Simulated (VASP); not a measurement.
# Ge (Fd-3m) in VASP: a series of runs

Ge is run at these levels: PBEsol; tasks: single point.

Everything below comes from runs of VASP 6.6.1. Logs are shortened: lines on timing, memory, paths and dates and some standing lists are left out, and cuts for length are marked.

**Measured values to compare with.**

“Temperature-dependent photoluminescence in Ge: experiment and theory”, 2020, arxiv:2003.00143 reports, for a bulk crystal of Ge at 0 K: band gap 0.744 eV (indirect).

The results are compared with them further down.

## 1. The cell of the first run

The structure is cubic, space group Fd-3m (No. 227). Conventional cell: a = 5.658 Å, b = 5.658 Å, c = 5.658 Å, α = 90.00°, β = 90.00°, γ = 90.00°. Ge (site symmetry -43m) has 4 Ge at 2.45 Å within 3.2 Å.

## 2. Single point, PBEsol

INCAR

```
SYSTEM = Ge
ALGO = Normal ; EDIFF = 1E-7
ENCUT = 520 ; GGA = PS
ISIF = 2 ; ISMEAR = 0
LASPH = .True. ; LCHARG = .True.
LELF = .True. ; LREAL = .False.
LVHAR = .True. ; LWAVE = .False.
NBANDS = 21 ; NELM = 60
PREC = Accurate ; SIGMA = 0.05
```

KPOINTS

```
k-points
0
Gamma
  10 10 10
  0 0 0
```

POSCAR

```
Ge
1.0
    0.0000000000      2.8289100000      2.8289100000
    2.8289100000      0.0000000000      2.8289100000
    2.8289100000      2.8289100000      0.0000000000
Ge
2
Direct
    0.0000000000      0.0000000000      0.0000000000
    0.2500000000      0.2500000000      0.2500000000
```

Potentials or basis: VASP PAW PBE potentials, release 64 (Ge_d).

Run with:

```console
$ cat potpaw_PBE.64/Ge_d/POTCAR > POTCAR
$ mpirun -np 1 vasp_std > vasp.out
```

OUTCAR:

```text
SYSTEM = Ge
   EDIFF = 1E-7
   ENCUT = 520
   GGA = PS
   ISIF = 2
   ISMEAR = 0
   LASPH = .True.
   LREAL = .False.
   NELM = 60
   PREC = Accurate

 ion  position               nearest neighbor table
   1  0.000  0.000  0.000-   2 2.45   2 2.45   2 2.45   2 2.45
   2  0.250  0.250  0.250-   1 2.45   1 2.45   1 2.45   1 2.45

  LATTYP: Found a face centered cubic cell.
 ALAT       =     5.6578200000

  Lattice vectors:

 A1 = (   0.0000000000,   2.8289100000,   2.8289100000)
 A2 = (   2.8289100000,   0.0000000000,   2.8289100000)
 A3 = (   2.8289100000,   2.8289100000,   0.0000000000)

Analysis of symmetry for initial positions (statically):
=====================================================================
 Subroutine PRICEL returns:
 Original cell was already a primitive cell.

 Routine SETGRP: Setting up the symmetry group for a
 face centered cubic supercell.

 Subroutine GETGRP returns: Found 48 space group operations
 (whereof 24 operations were pure point group operations)
 out of a pool of 48 trial point group operations.

The static configuration has the point symmetry T_d .
 The point group associated with its full space group is O_h .

Analysis of symmetry for dynamics (positions and initial velocities):
=====================================================================
 Subroutine PRICEL returns:
 Original cell was already a primitive cell.

 Routine SETGRP: Setting up the symmetry group for a
 face centered cubic supercell.

 Subroutine GETGRP returns: Found 48 space group operations
 (whereof 24 operations were pure point group operations)
 out of a pool of 48 trial point group operations.

The dynamic configuration has the point symmetry T_d .
 The point group associated with its full space group is O_h .

 Subroutine INISYM returns: Found 48 space group operations
 (whereof 24 operations are pure point group operations),
 and found     1 'primitive' translations

----------------------------------------------------------------------------------------

                                     Primitive cell

  volume of cell :      45.2780

  direct lattice vectors                    reciprocal lattice vectors
     0.000000000  2.828910000  2.828910000    -0.176746521  0.176746521  0.176746521
     2.828910000  0.000000000  2.828910000     0.176746521 -0.176746521  0.176746521
     2.828910000  2.828910000  0.000000000     0.176746521  0.176746521 -0.176746521

  length of vectors
     4.000682889  4.000682889  4.000682889     0.306133954  0.306133954  0.306133954
[... 74 lines left out ...]
   ICHARG =      2    charge: 1-file 2-atom 10-const
   ISPIN  =      1    spin polarized calculation?
   LNONCOLLINEAR =      F non collinear calculations
   LSORBIT =      F    spin-orbit coupling
   LASPH  =      T    aspherical Exc in radial PAW
   ENCUT  =  520.0 eV  38.22 Ry    6.18 a.u.   7.44  7.44  7.44*2*pi/ulx,y,z
   NELM   =     60;   NELMIN=  2; NELMDL= -5     # of ELM steps
   EDIFF  = 0.1E-06   stopping-criterion for ELM
   LREAL  =      F    real-space projection
   EDIFFG = 0.1E-05   stopping-criterion for IOM
   NSW    =      0    number of steps for IOM
   IBRION =     -1    ionic relax: 0-MD 1-quasi-New 2-CG
   NFREE  =      0    steps in history (QN), initial steepest desc. (CG)
   ISIF   =      2    stress and relaxation
   ISYM   =      2    0-nonsym 1-usesym 2-fastsym
   POTIM  = 0.5000    time-step for ionic-motion
   TEBEG  =    0.0;   TEEND  =   0.0 temperature during run
   PSTRESS=    0.0 pullay stress
   NELECT =      28.0000    total number of electrons
   NUPDOWN=      -1.0000    fix difference up-down
   EMIN   =  10.00;   EMAX   =-10.00  energy-range for DOS
   EFERMI =   0.00;   METHOD = LEGACY
   ISMEAR =     0;   SIGMA  =   0.05  broadening in eV -4-tet -1-fermi 0-gaus
   EFERMI_NEDOS =   21; number of points for ismear=-14 and -15
   IALGO  =     38    algorithm
   IMIX   =      4    mixing-type and parameters
     AMIX     =   0.40;   BMIX     =  1.00
     AMIX_MAG =   1.60;   BMIX_MAG =  1.00
  volume/ion in A,a.u.               =      22.64       152.78
  Fermi-wavevector in a.u.,A,eV,Ry     =   1.394756  2.635708 26.468033  1.945346
  Thomas-Fermi vector in A             =   2.518275
   LORBIT       =      0    0 simple, 1 ext, 2 COOP (PROOUT), +10 PAW based schemes
   GGA     = PS    functional components
   LHFCALC =     F    Hartree Fock is set to
   AEXX    =    0.0000 exact exchange contribution
   IVDW    =     0    specifies the selected vdW correction
   LEPSILON=     F    determine dielectric tensor
   LRPA    =     F    only Hartree local field effects (RPA)
 non-spin polarized calculation
 Gauss-broadening in eV      SIGMA  =   0.05
  energy-cutoff  :      520.00
  volume of cell :       45.28
 maximum number of plane-waves:      1243
 NGX is ok and might be reduce to    30
   NGX = 15   NGY = 15   NGZ = 15

 number of electron      28.0000022 magnetization

 Free energy of the ion-electron system (eV)
  ---------------------------------------------------
  ext. energy  EPLUGINS =         0.00000000
  ---------------------------------------------------
  free energy    TOTEN  =        -9.87055450 eV

  energy without entropy =       -9.87046248  energy(sigma->0) =       -9.87050849

 E-fermi :   4.8840     XC(G=0): -10.1282

 val. band max:        4.8619301960   @ k =   0.0000   0.0000   0.0000
 cond. band min:       4.9844857567   @ k =   0.5000   0.0000   0.0000
 fundamental gap:      0.1225555608
 Fermi energy:         4.8839732363

 k-point     1 :       0.0000    0.0000    0.0000
  band No.  band energies     occupation
      1     -19.9010      2.00000
      2     -19.9010      2.00000
      3     -19.9010      2.00000
      4     -19.8644      2.00000
      5     -19.8644      2.00000
      6     -19.6523      2.00000
[... 565 lines left out ...]
     20      16.3989      0.00000
     21      16.6106      0.00000

 [... further k-points ...]
[... 5 lines left out ...]
  --------------------------------------------------------------------------------------
  -------------------------------------------------------------------------------------
  Total        0.1570047      0.1570047      0.1570047      0.0000000      0.0000000     -0.0000000
  in kB        5.5556624      5.5556624      5.5556624      0.0000000      0.0000000     -0.0000000
  external PRESSURE =       5.5556624 kB  Pullay stress =       0.0000000 kB

 VOLUME and BASIS-vectors are now :
 -----------------------------------------------------------------------------
  energy-cutoff  :      520.00
  volume of cell :       45.28
      direct lattice vectors                 reciprocal lattice vectors
     0.000000000  2.828910000  2.828910000    -0.176746521  0.176746521  0.176746521
     2.828910000  0.000000000  2.828910000     0.176746521 -0.176746521  0.176746521
     2.828910000  2.828910000  0.000000000     0.176746521  0.176746521 -0.176746521

 POSITION                                       TOTAL-FORCE (eV/Angst)
 -----------------------------------------------------------------------------------
      0.00000      0.00000      0.00000        -0.000000     -0.000000     -0.000000
      1.41446      1.41446      1.41446         0.000000      0.000000      0.000000
 -----------------------------------------------------------------------------------
    total drift:                                0.000000     -0.000000      0.000000

  FREE ENERGIE OF THE ION-ELECTRON SYSTEM (eV)
  ---------------------------------------------------
  free  energy   TOTEN  =        -9.8705544982 eV

  energy  without entropy=       -9.8704624844  energy(sigma->0) =       -9.87050849
```

OSZICAR:

```text
N       E                     dE             d eps       ncg     rms          rms(c)
DAV:   1     0.187106404427E+03    0.18711E+03   -0.14494E+04  2182   0.361E+03
DAV:   2     0.180655343550E+02   -0.16904E+03   -0.16377E+03  1984   0.619E+02
DAV:   3    -0.908165014313E+01   -0.27147E+02   -0.26952E+02  2254   0.143E+02
DAV:   4    -0.100073900672E+02   -0.92574E+00   -0.92505E+00  2254   0.312E+01
DAV:   5    -0.100230498254E+02   -0.15660E-01   -0.15659E-01  2209   0.444E+00    0.326E+00
DAV:   6    -0.991917052093E+01    0.10388E+00   -0.35435E-02  2652   0.225E+00    0.186E+00
DAV:   7    -0.986942715605E+01    0.49743E-01   -0.59227E-02  2147   0.245E+00    0.159E-01
DAV:   8    -0.987047842001E+01   -0.10513E-02   -0.72585E-03  2222   0.121E+00    0.465E-02
DAV:   9    -0.987053179204E+01   -0.53372E-04   -0.30248E-04  2555   0.291E-01    0.146E-02
DAV:  10    -0.987055416398E+01   -0.22372E-04   -0.28368E-05  2144   0.418E-02    0.526E-03
DAV:  11    -0.987055472260E+01   -0.55862E-06   -0.62417E-06  2740   0.425E-02    0.208E-03
DAV:  12    -0.987055454884E+01    0.17375E-06   -0.95102E-07  2607   0.179E-02    0.266E-04
DAV:  13    -0.987055449822E+01    0.50625E-07   -0.24283E-08  1412   0.156E-03
   1 F= -.98705545E+01 E0= -.98705085E+01  d E =-.920138E-04
```

stdout:

```text
POSCAR found type information on POSCAR Ge
 POSCAR found :  1 types and       2 ions
 scaLAPACK will be used
 -----------------------------------------------------------------------------
|                                                                             |
|                                                                             |
|     You enforced a specific xc type in the INCAR file but a different       |
|     I HOPE YOU KNOW WHAT YOU ARE DOING!                                     |
|                                                                             |
 -----------------------------------------------------------------------------

 LDA part: xc-table for (Slater+PW92), standard interpolation
 POSCAR, INCAR and KPOINTS ok, starting setup
 FFT: planning ... GRIDC
 FFT: planning ... GRID_SOFT
 FFT: planning ... GRID
 WAVECAR not read
 entering main loop
```

Run time: 65 s. Hardware: 1 thread of Intel Xeon 8259CL, shared host; peak memory 0.18 GiB.

What came out:

| Item | Value |
| --- | --- |
| Free energy | -9.8706 eV |
| Pressure | 0.6 GPa |
| Band gap on the k mesh | zero (filled and empty bands touch) |

Caveat: semilocal functionals underestimate gaps, so a narrow gap can read as zero; the PAW data sets were made with another functional, which shifts forces and pressure a little.

## 3. Single point, PBEsol

This run uses another cell than the first one, of 27.17 Å³/atom.

INCAR

```
  PREC = Accurate
  ENCUT = 520
  EDIFF = 1E-7
  ISMEAR = 0
  SIGMA = 0.05
  LREAL = False
  LASPH = True
  NELM = 100
  ALGO = Normal
  ISIF = 2
  LWAVE = False
  LCHARG = False
  GGA = PS
  NBANDS = 21
```

KPOINTS

```
Automatic mesh
0
Gamma
  10 10 10
```

POSCAR

```
Ge
1.0
    0.0000000000      3.0061654529      3.0061654529
    3.0061654529      0.0000000000      3.0061654529
    3.0061654529      3.0061654529      0.0000000000
Ge
2
Direct
    0.0000000000      0.0000000000      0.0000000000
    0.2500000000      0.2500000000      0.2500000000
```

Potentials or basis: VASP PAW PBE potentials, release 64 (Ge_d).

Run with:

```console
$ cat potpaw_PBE.64/Ge_d/POTCAR > POTCAR
$ mpirun -np 1 vasp_std > vasp.out
```

Wall time 51 s (1 thread of Intel Xeon 8259CL, shared host); peak memory 0.19 GiB.

Results (log left out):

- Free energy: -9.6271 eV
- Pressure: -7.7 GPa
- Band gap on the k mesh: zero (bands 14 and 15 overlap by 0.36 eV)

Levels at points of the mesh, in eV from the Fermi level:
```tsv
k point	band 12	band 13	band 14	band 15	band 16	band 17
(0.00, 0.00, 0.00)	-1.37	0.18	0.18	0.18	2.60	2.60
(0.50, 0.00, 0.00)	-6.76	-0.98	-0.98	-0.18	3.75	3.75
(0.50, 0.50, 0.00)	-8.13	-2.33	-2.33	1.02	1.02	8.23
```

Caveat: the cell stands under tension; semilocal functionals underestimate gaps, so a narrow gap can read as zero; the PAW data sets were made with another functional, which shifts forces and pressure a little.

## 4. How close it comes

Step 2. Measured gap of Ge: 0.744 eV (indirect; 0 K; “Temperature-dependent photoluminescence in Ge: experiment and theory”, 2020, arxiv:2003.00143). This calculation gives 0.00 eV (-0.74 eV). 3 values of this kind are on record (0.666 to 0.807 eV); this one was drawn at random among those near their median. Spin-orbit coupling on Ge is left out. The value is that of PBEsol on a finite k mesh, which can miss the band edges, without temperature or zero-point motion. Semilocal functionals fall short of measured gaps as a rule.
